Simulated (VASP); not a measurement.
# O (Fd-3m) in VASP: a series of runs

The runs below take O through single point, with LDA.

All numbers are computed with VASP 6.6.1; they aren't measurements. Logs are shortened: lines on timing, memory, paths and dates and some standing lists are left out, and cuts for length are marked.

### 1 The cell of the first run

It takes space group Fd-3m (No. 227, cubic). Conventional cell: a = 4.253 Å, b = 4.253 Å, c = 4.253 Å, α = 90.00°, β = 90.00°, γ = 90.00°. O (site symmetry -43m) has 4 O at 1.84 Å within 2.4 Å.

### 2 Single point, LDA

The input, INCAR:

```
SYSTEM = O
PREC = Accurate ; ENCUT = 520
EDIFF = 1E-6 ; ISMEAR = -1
SIGMA = 0.05 ; LREAL = .FALSE.
LASPH = .TRUE. ; NELM = 100
ALGO = Normal ; ISIF = 2
LWAVE = .FALSE. ; LCHARG = .FALSE.
GGA = CA ; NBANDS = 13
```

The input, KPOINTS:

```
Automatic mesh
0
G
  8 8 8
  0 0 0
```

The input, POSCAR:

```
O
1.0
    0.0000000000      2.1265408126      2.1265408126
    2.1265408126      0.0000000000      2.1265408126
    2.1265408126      2.1265408126      0.0000000000
O
2
Direct
    0.2500000000      0.2500000000      0.2500000000
    0.0000000000      0.0000000000      0.0000000000
```

Potentials or basis: VASP PAW LDA potentials, release 64 (O).

Run with:

```
$ cat potpaw_LDA.64/O/POTCAR > POTCAR
$ mpirun -np 1 vasp_std > vasp.out
```

OUTCAR:

```text
SYSTEM = O
   PREC = Accurate
   ENCUT = 520
   EDIFF = 1E-6
   ISMEAR = -1
   LREAL = .FALSE.
   LASPH = .TRUE.
   NELM = 100
   ISIF = 2
   GGA = CA

 ion  position               nearest neighbor table
   1  0.250  0.250  0.250-   2 1.84   2 1.84   2 1.84   2 1.84
   2  0.000  0.000  0.000-   1 1.84   1 1.84   1 1.84   1 1.84

  LATTYP: Found a face centered cubic cell.
 ALAT       =     4.2530816252

  Lattice vectors:

 A1 = (   0.0000000000,   2.1265408126,   2.1265408126)
 A2 = (   2.1265408126,   0.0000000000,   2.1265408126)
 A3 = (   2.1265408126,   2.1265408126,   0.0000000000)

Analysis of symmetry for initial positions (statically):
=====================================================================
 Subroutine PRICEL returns:
 Original cell was already a primitive cell.

 Routine SETGRP: Setting up the symmetry group for a
 face centered cubic supercell.

 Subroutine GETGRP returns: Found 48 space group operations
 (whereof 24 operations were pure point group operations)
 out of a pool of 48 trial point group operations.

The static configuration has the point symmetry T_d .
 The point group associated with its full space group is O_h .

Analysis of symmetry for dynamics (positions and initial velocities):
=====================================================================
 Subroutine PRICEL returns:
 Original cell was already a primitive cell.

 Routine SETGRP: Setting up the symmetry group for a
 face centered cubic supercell.

 Subroutine GETGRP returns: Found 48 space group operations
 (whereof 24 operations were pure point group operations)
 out of a pool of 48 trial point group operations.

The dynamic configuration has the point symmetry T_d .
 The point group associated with its full space group is O_h .

 Subroutine INISYM returns: Found 48 space group operations
 (whereof 24 operations are pure point group operations),
 and found     1 'primitive' translations

----------------------------------------------------------------------------------------

                                     Primitive cell

  volume of cell :      19.2332

  direct lattice vectors                    reciprocal lattice vectors
     0.000000000  2.126540813  2.126540813    -0.235123632  0.235123632  0.235123632
     2.126540813  0.000000000  2.126540813     0.235123632 -0.235123632  0.235123632
     2.126540813  2.126540813  0.000000000     0.235123632  0.235123632 -0.235123632

  length of vectors
     3.007382858  3.007382858  3.007382858     0.407246077  0.407246077  0.407246077

  position of ions in fractional coordinates (direct lattice)
     0.250000000  0.250000000  0.250000000
[... 85 lines left out ...]
   ISYM   =      2    0-nonsym 1-usesym 2-fastsym
   POTIM  = 0.5000    time-step for ionic-motion
   TEBEG  =    0.0;   TEEND  =   0.0 temperature during run
   PSTRESS=    0.0 pullay stress
   NELECT =      12.0000    total number of electrons
   NUPDOWN=      -1.0000    fix difference up-down
   EMIN   =  10.00;   EMAX   =-10.00  energy-range for DOS
   EFERMI =   0.00;   METHOD = LEGACY
   ISMEAR =    -1;   SIGMA  =   0.05  broadening in eV -4-tet -1-fermi 0-gaus
   EFERMI_NEDOS =   21; number of points for ismear=-14 and -15
   IALGO  =     38    algorithm
   IMIX   =      4    mixing-type and parameters
     AMIX     =   0.40;   BMIX     =  1.00
     AMIX_MAG =   1.60;   BMIX_MAG =  1.00
  volume/ion in A,a.u.               =       9.62        64.90
  Fermi-wavevector in a.u.,A,eV,Ry     =   1.398894  2.643527 26.625307  1.956905
  Thomas-Fermi vector in A             =   2.522007
   LORBIT       =      0    0 simple, 1 ext, 2 COOP (PROOUT), +10 PAW based schemes
   GGA     = CA    functional components
   LHFCALC =     F    Hartree Fock is set to
   AEXX    =    0.0000 exact exchange contribution
   IVDW    =     0    specifies the selected vdW correction
   LEPSILON=     F    determine dielectric tensor
   LRPA    =     F    only Hartree local field effects (RPA)
 non-spin polarized calculation
  energy-cutoff  :      520.00
  volume of cell :       19.23
 maximum number of plane-waves:       534
 NGX is ok and might be reduce to    24
   NGX = 11   NGY = 11   NGZ = 11

 number of electron      12.0000006 magnetization

 Free energy of the ion-electron system (eV)
  ---------------------------------------------------
  ext. energy  EPLUGINS =         0.00000000
  ---------------------------------------------------
  free energy    TOTEN  =        -7.53684764 eV

  energy without entropy =       -7.52563377  energy(sigma->0) =       -7.53124071

 E-fermi :   1.3536     XC(G=0): -11.1879

 val. band max:        1.2786446834   @ k =  -0.2500   0.2500   0.0000
 cond. band min:       1.3744401126   @ k =  -0.2500   0.1250   0.0000
 fundamental gap:      0.0957954292
 Fermi energy:         1.3535663566

 k-point     1 :       0.0000    0.0000    0.0000
  band No.  band energies     occupation
      1     -20.9069      2.00000
      2     -11.3779      2.00000
      3      -2.9371      2.00000
      4      -2.9371      2.00000
      5      -2.9371      2.00000
      6       0.5249      2.00000
      7       0.5249      2.00000
      8       0.5249      2.00000
      9      10.9740      0.00000
     10      25.0901      0.00000
     11      25.0901      0.00000
     12      25.0901      0.00000
     13      25.6876      0.00000
[... 354 lines left out ...]
  band No.  band energies     occupation
      1     -18.3151      2.00000
      2     -15.4305      2.00000
      3      -5.8265      2.00000
      4      -4.5701      2.00000
      5      -1.8502      2.00000
      6       1.1132      1.98380
      7       2.3586      0.00000
      8       2.8914      0.00000
      9      14.1717      0.00000
     10      16.0058      0.00000
     11      22.1140      0.00000
     12      23.1095      0.00000
     13      30.6485      0.00000

 [... further k-points ...]
[... 5 lines left out ...]
  --------------------------------------------------------------------------------------
  -------------------------------------------------------------------------------------
  Total        0.5139082      0.5139082      0.5139082      0.0000000      0.0000000      0.0000000
  in kB       42.8099715     42.8099715     42.8099715      0.0000000      0.0000000      0.0000000
  external PRESSURE =      42.8099715 kB  Pullay stress =       0.0000000 kB

 VOLUME and BASIS-vectors are now :
 -----------------------------------------------------------------------------
  energy-cutoff  :      520.00
  volume of cell :       19.23
      direct lattice vectors                 reciprocal lattice vectors
     0.000000000  2.126540813  2.126540813    -0.235123632  0.235123632  0.235123632
     2.126540813  0.000000000  2.126540813     0.235123632 -0.235123632  0.235123632
     2.126540813  2.126540813  0.000000000     0.235123632  0.235123632 -0.235123632

 POSITION                                       TOTAL-FORCE (eV/Angst)
 -----------------------------------------------------------------------------------
      1.06327      1.06327      1.06327        -0.000000     -0.000000     -0.000000
      0.00000      0.00000      0.00000         0.000000      0.000000      0.000000
 -----------------------------------------------------------------------------------
    total drift:                               -0.000000      0.000000      0.000000

  FREE ENERGIE OF THE ION-ELECTRON SYSTEM (eV)
  ---------------------------------------------------
  free  energy   TOTEN  =        -7.5368476435 eV

  energy  without entropy=       -7.5256337714  energy(sigma->0) =       -7.53124071
```

OSZICAR:

```text
N       E                     dE             d eps       ncg     rms          rms(c)
DAV:   1     0.344022824326E+02    0.34402E+02   -0.64469E+03   754   0.869E+02
DAV:   2    -0.649577807841E+01   -0.40898E+02   -0.38889E+02   879   0.182E+02
DAV:   3    -0.753600100930E+01   -0.10402E+01   -0.10279E+01   929   0.265E+01
DAV:   4    -0.753849834741E+01   -0.24973E-02   -0.24973E-02   974   0.158E+00
DAV:   5    -0.753850639779E+01   -0.80504E-05   -0.80502E-05   934   0.800E-02    0.632E-01
DAV:   6    -0.753744314887E+01    0.10632E-02   -0.29595E-04   979   0.169E-01    0.377E-01
DAV:   7    -0.753684604761E+01    0.59710E-03   -0.62636E-04   894   0.247E-01    0.199E-02
DAV:   8    -0.753684652148E+01   -0.47387E-06   -0.17600E-05   959   0.397E-02    0.685E-03
DAV:   9    -0.753684773677E+01   -0.12153E-05   -0.96761E-07   677   0.105E-02    0.240E-03
DAV:  10    -0.753684764354E+01    0.93231E-07   -0.43227E-07   622   0.595E-03
   1 F= -.75368476E+01 E0= -.75312407E+01  d E =-.112139E-01
```

stdout:

```text
POSCAR found type information on POSCAR O
 POSCAR found :  1 types and       2 ions
 scaLAPACK will be used
 LDA part: xc-table for (Slater(with rela. corr.)+CA(PZ))
 , standard interpolation
 POSCAR, INCAR and KPOINTS ok, starting setup
 FFT: planning ... GRIDC
 FFT: planning ... GRID_SOFT
 FFT: planning ... GRID
 WAVECAR not read
 entering main loop
```

It took 2.6 s on 1 thread of Intel Xeon 6975P-C (Granite Rapids), shared host; peak memory 0.11 GiB.

Results:

- Free energy: -7.5368 eV
- Pressure: 4.3 GPa
- Band gap on the k mesh: zero (band 6 reaches 1.77 eV, above the bottom of band 7 at 0.52 eV)

Levels at points of the mesh, in eV from the Fermi level:
| k point | band 3 | band 4 | band 5 | band 6 | band 7 | band 8 | band 9 | band 10 |
| --- | --- | --- | --- | --- | --- | --- | --- | --- |
| (0.00, 0.00, 0.00) | -4.29 | -4.29 | -4.29 | -0.83 | -0.83 | -0.83 | 9.62 | 23.74 |
| (0.50, 0.00, 0.00) | -5.54 | -5.36 | -5.36 | 0.41 | 0.41 | 1.42 | 13.11 | 15.90 |
| (0.50, 0.50, 0.00) | -6.60 | -6.60 | -2.41 | -2.41 | 1.95 | 1.95 | 13.02 | 13.02 |

(Part 1 of 2 ends here.)
